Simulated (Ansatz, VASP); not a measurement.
# Two plane-wave programs on Bi3S

The input INCAR:

```
SYSTEM = Bi3S
  PREC = Accurate
  ENCUT = 600
  EDIFF = 1E-6
  ISMEAR = 0
  SIGMA = 0.1
  LREAL = .FALSE.
  LASPH = .TRUE.
  NELM = 100
  ALGO = Normal
  ISIF = 3
  LWAVE = .FALSE.
  LCHARG = .FALSE.
  GGA = PE
  IBRION = 2
  NSW = 100
  EDIFFG = -0.01
```

KPOINTS

```
regular mesh
0
G
  10 10 10
  0 0 0
```

Contents of POSCAR:

```
Bi3S
1.0
    0.0000000000      3.8039824800      3.8039824800
    3.8039824800      0.0000000000      3.8039824800
    3.8039824800      3.8039824800      0.0000000000
Bi S
3 1
Direct
    0.2500000000      0.2500000000      0.2500000000
    0.7500000000      0.7500000000      0.7500000000
    0.5000000000      0.5000000000      0.5000000000
    0.0000000000      0.0000000000      0.0000000000
```

Input for Ansatz:

```yaml
crystal:
  lattice:
    - [0.0, 3.80398248, 3.80398248]
    - [3.80398248, 0.0, 3.80398248]
    - [3.80398248, 3.80398248, 0.0]
  atoms:
    - { symbol: Bi, position: [0.25, 0.25, 0.25] }
    - { symbol: Bi, position: [0.75, 0.75, 0.75] }
    - { symbol: Bi, position: [0.5, 0.5, 0.5] }
    - { symbol: S, position: [0.0, 0.0, 0.0] }
basis:
  ecutwfc: 420
kpoints:
  mp_grid: { grid: [10, 10, 10] }
hamiltonian:
  xc: pbe
scf:
  occupations: { method: gaussian, width: 0.1 }
output:
  forces: true
  stress: true
  eigenvalues: true
relax:
  adjacent_minimum: "off"
  f_tol: 0.01
  max_steps: 80
  cell: { stress_tol: 0.05 }
```

Change from the starting cell: species swapped into the CdHg3 type (Fm-3m, No. 225).

Alike in both runs: task relaxation of cell and atoms; functional PBE; k mesh 10 × 10 × 10; occupations gaussian, width 0.1 eV; no spin polarisation.

```csv
,VASP,Ansatz
version,VASP 6.6.1,Ansatz 0.2.0
potentials or method,"VASP PAW PBE potentials, release 64 (Bi_d, S), cutoff 600 eV","scalar-relativistic, plane waves, PAW"
valence electrons in the cell,51,51
```

Ansatz gave:

| Item | Value |
| --- | --- |
| gap on the k mesh at the Fermi level, each at its own relaxed structure (eV) | none |
| relaxed volume (Å³/atom) | 27.48 |
| relaxed cell length with the largest relative difference (Å) | 5.377 |

Question: What did VASP give for the same quantities?

Answer: gap on the k mesh at the Fermi level, each at its own relaxed structure (eV): none; relaxed volume (Å³/atom): 27.47; relaxed cell length with the largest relative difference (Å): 5.376.

A gap of «none» marks a metal or a gap that the smearing closes.

Neither program's run includes spin-orbit coupling.
